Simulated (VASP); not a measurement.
Crystal: Nd3Si2I.

```
Nd Si I
1.0
    -2.34331    2.34331    5.94062
     2.34331   -2.34331    5.94062
     2.34331    2.34331   -5.94062
Nd Si I
3 2 1
Direct
  0.75000 0.25000 0.50000
  0.50000 0.50000 0.00000
  0.25000 0.75000 0.50000
  0.69071 0.69071 0.00000
  0.30929 0.30929 0.00000
  0.00000 0.00000 0.00000
```

The cell was generated, and may not be a known phase.

| Item | Value |
| --- | --- |
| Program | VASP 6.6.1 |
| Task | relaxation of cell and atoms |
| Functional | PBE |
| Potentials or basis | VASP PAW PBE potentials, release 64 (Nd_3, Si, I), 4f in core |
| Cutoff | 500 eV |
| k mesh | 4 × 4 × 4 |
| Occupations | gaussian, width 0.15 eV |
| Spin | no spin polarisation |

At the start: pressure 46.8 GPa; volume 21.75 Å³/atom.

Problem. Where does the relaxation end?

Solution. Over 11 steps the energy falls by 1634.0 meV/atom and the volume is 38.03 Å³/atom (+74.9 %); space group I4/mmm (No. 139, to 0.1 Å) before and after.

The path:
| step | energy change (eV) | largest force (eV/Å) | pressure (GPa) | volume (Å³) |
| --- | --- | --- | --- | --- |
| 1 | 0.0000 | 1.8369 | 46.84 | 130.48 |
| 2 | -8.1848 | 0.5849 | -5.79 | 291.12 |
| 3 | -9.6423 | 0.3548 | 0.40 | 223.72 |
| 4 | -9.6442 | 0.3734 | -0.06 | 226.48 |
| 5 | -9.6576 | 0.3249 | -0.08 | 226.88 |
| 6 | -9.6919 | 0.1653 | -0.14 | 228.08 |
| 7 | -9.7268 | 0.2282 | -0.30 | 230.41 |
| 8 | -9.7349 | 0.2103 | -0.27 | 230.35 |
| 9 | -9.7564 | 0.1588 | -0.18 | 230.15 |
| 10 | -9.7867 | 0.0648 | -0.03 | 229.63 |
| 11 | -9.8038 | 0.0683 | 0.22 | 228.18 |

Final structure:
```
CELL_PARAMETERS angstrom
-2.67147 2.67147 7.99311
2.67147 -2.67147 7.99311
2.67147 2.67147 -7.99311
ATOMIC_POSITIONS crystal
Nd 0.75000 0.25000 0.50000
Nd 0.50000 0.50000 0.00000
Nd 0.25000 0.75000 0.50000
Si 0.67474 0.67474 0.00000
Si 0.32526 0.32526 0.00000
I 0.00000 0.00000 0.00000
```

Caveat: the k points lie up to 0.31 Å⁻¹ apart in the final cell, too coarse for converged energies and pressures of a metal; the volume moved by over 15 % at a fixed basis, so the end points are rough; the run has no spin polarisation, though such a crystal can be magnetic; the relaxation stopped at a loose force limit of 0.08 eV/Å, so its end isn't a converged minimum.
